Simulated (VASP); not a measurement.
**Si: single point with PBEsol**

Crystal: Si.

```
CELL_PARAMETERS angstrom
-3.50691 3.50691 3.10853
3.50691 -3.50691 3.10853
3.50691 3.50691 -3.10853
ATOMIC_POSITIONS crystal
Si 0.20479 0.20479 0.20479
Si 0.50000 0.00000 0.29521
Si 0.29521 0.50000 0.00000
Si 0.00000 0.29521 0.50000
Si 0.79521 0.79521 0.79521
Si 0.50000 0.00000 0.70479
Si 0.70479 0.50000 0.00000
Si 0.00000 0.70479 0.50000
```

```json
{
  "Program": "VASP 6.6.1",
  "Task": "single point",
  "Functional": "PBEsol",
  "Potentials or basis": "VASP PAW PBE potentials, release 64 (Si)",
  "Cutoff": "520 eV",
  "k mesh": "10 × 10 × 10",
  "Occupations": "gaussian, width 0.15 eV",
  "Spin": "no spin polarisation",
  "Dipole correction": "no",
  "Further INCAR settings": "ALGO = Normal; EDIFF = 1e-07; NBANDS = 26"
}
```

```json
{
  "Pressure": "-5.0 GPa",
  "Largest force": "0.657 eV/Å",
  "Band gap on the k mesh": "zero (bands 16 and 17 overlap by 0.40 eV)"
}
```

Forces in eV/Å, atoms in the order of the input:
```
Si  -0.226  0.388 -0.479
Si   0.226 -0.388 -0.479
Si  -0.226 -0.388  0.479
Si   0.226  0.388  0.479
Si   0.226 -0.388  0.479
Si  -0.226  0.388  0.479
Si   0.226  0.388 -0.479
Si  -0.226 -0.388 -0.479
```

Stress tensor (GPa, compression positive):
```
-9.83  0.00  0.00
 0.00 -8.97  0.00
 0.00  0.00  3.94
```

Levels at points of the mesh, in eV from the Fermi level:
| k point | band 14 | band 15 | band 16 | band 17 | band 18 | band 19 |
| --- | --- | --- | --- | --- | --- | --- |
| (0.00, 0.00, 0.00) | -1.90 | -1.81 | 0.18 | 0.81 | 0.91 | 3.22 |
| (0.50, 0.00, 0.00) | -1.78 | -1.60 | -1.60 | 0.81 | 0.81 | 1.71 |
| (0.50, 0.00, 0.50) | -1.66 | -1.10 | -1.10 | 0.01 | 0.01 | 1.84 |
| (0.50, 0.50, 0.00) | -2.09 | -0.99 | -0.99 | 0.29 | 0.29 | 1.57 |
| (0.50, 0.50, 0.50) | -0.66 | -0.24 | 0.06 | 0.63 | 1.79 | 2.17 |

It took 22 min on 1 thread of Intel Xeon 8259CL, with other jobs on the host, peak memory 0.62 GiB.

Caveat: the stress differs along the axes, from -10 to 4 GPa; semilocal functionals underestimate gaps, and a narrow one can read as zero; the PAW data sets were made with another functional, which shifts forces and pressure a little.
